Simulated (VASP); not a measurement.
Wanted: the native input for a VASP 6.6.1 run.

```yaml
Task: single point
Functional: PBEsol
Potentials_or_basis: VASP PAW PBE potentials, release 64 (Be)
Cutoff: 520 eV
k_mesh: 13 × 13 × 8
Occupations: fermi-dirac, width 0.05 eV
Spin: no spin polarisation
Dipole_correction: no
Further_INCAR_settings: ALGO = Normal; EDIFF = 1e-06; NBANDS = 9
```

The structure of Be lies in POSCAR:

```
Be
1.0
    2.1228987079      0.0000000000      0.0000000000
   -1.0614493540      1.8384842107      0.0000000000
    0.0000000000      0.0000000000      3.3537384526
Be
2
Direct
    0.6666666667      0.3333333333      0.7500000000
    0.3333333333      0.6666666667      0.2500000000
```

These files were run (other wordings do the same):

INCAR

```
PREC     = Accurate       # precision mode
ENCUT    = 520            # plane-wave cutoff, eV
EDIFF    = 1E-6           # SCF threshold, eV
ISMEAR   = -1             # smearing method
SIGMA    = 0.05           # smearing width, eV
LREAL    = False          # projectors in reciprocal space
LASPH    = True           # aspherical terms in the spheres
NELM     = 100            # most SCF steps
ALGO     = Normal         # electronic algorithm
ISIF     = 2              # what is computed and relaxed
LWAVE    = False          # write WAVECAR
LCHARG   = True           # write CHGCAR
GGA      = PS             # functional
LELF     = True           # ELF
LVHAR    = True         
NBANDS   = 9              # bands
```

KPOINTS

```
regular mesh
0
Gamma
  13 13 8
```

Potentials or basis: VASP PAW PBE potentials, release 64 (Be).

The run is started by

```bash
$ cat potpaw_PBE.64/Be/POTCAR > POTCAR
$ mpirun -np 1 vasp_std > vasp.out
```

It gave:

```yaml
Pressure: 30.8 GPa
Band_gap_on_the_k_mesh: zero (band 2 reaches 9.82 eV, above the bottom of band 3 at 8.13 eV)
```

Caveat: the PAW data sets were made with another functional, which shifts forces and pressure a little.

Run time: 5.5 s on 1 thread of Intel(R) Xeon(R) Platinum 8259CL CPU @ 2.50GHz (Skylake/Cascade Lake), on a shared host, peak memory 0.12 GiB.
